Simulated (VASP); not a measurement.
Wanted: the native input for a VASP 6.6.1 run.

```yaml
Task: single point
Functional: PBE
Potentials_or_basis: VASP PAW PBE potentials, release 64 (Hf_pv, Cl, F)
Cutoff: 520 eV
k_mesh: 4 × 4 × 4
Occupations: gaussian, width 0.1 eV
Spin: no spin polarisation
Dipole_correction: no
Further_INCAR_settings: ALGO = Normal; EDIFF = 1e-06; NBANDS = 32
```

The structure of HfCl4F lies in POSCAR:

```
HfCl4F
1.0
    0.0000000000      4.5188316079      4.5188316079
    4.5188316079      0.0000000000      4.5188316079
    4.5188316079      4.5188316079      0.0000000000
Hf Cl F
1 4 1
Direct
    0.0000000000      0.0000000000      0.0000000000
    0.9244804336      0.3585065221      0.3585065221
    0.3585065221      0.3585065221      0.3585065221
    0.3585065221      0.9244804336      0.3585065221
    0.3585065221      0.3585065221      0.9244804336
    0.5000000000      0.5000000000      0.5000000000
```

These files were run (other wordings do the same):

INCAR

```
SYSTEM = HfCl4F
ALGO = Normal
EDIFF = 1E-6
ENCUT = 520
GGA = PE
ISIF = 2
ISMEAR = 0
LASPH = .True.
LCHARG = .True.
LELF = .True.
LREAL = .False.
LVHAR = .True.
LWAVE = .False.
NBANDS = 32
NELM = 100
PREC = Accurate
SIGMA = 0.1
```

KPOINTS

```
k-points
0
Gamma
  4 4 4
  0 0 0
```

Potentials or basis: VASP PAW PBE potentials, release 64 (Hf_pv, Cl, F).

Launch:

```sh
$ cat potpaw_PBE.64/Hf_pv/POTCAR potpaw_PBE.64/Cl/POTCAR potpaw_PBE.64/F/POTCAR > POTCAR
$ mpirun -np 1 vasp_std > vasp.out
```

Results of the run:

```yaml
Pressure: 0.2 GPa
Largest_force: 0.022 eV/Å
```

Caveat: an odd number of electrons without spin polarisation forces a metal; a magnetic or distorted state may lie lower.

It took 86 s on 1 thread of Intel(R) Xeon(R) Platinum 8488C (Sapphire Rapids), on a shared host, peak memory 0.33 GiB.
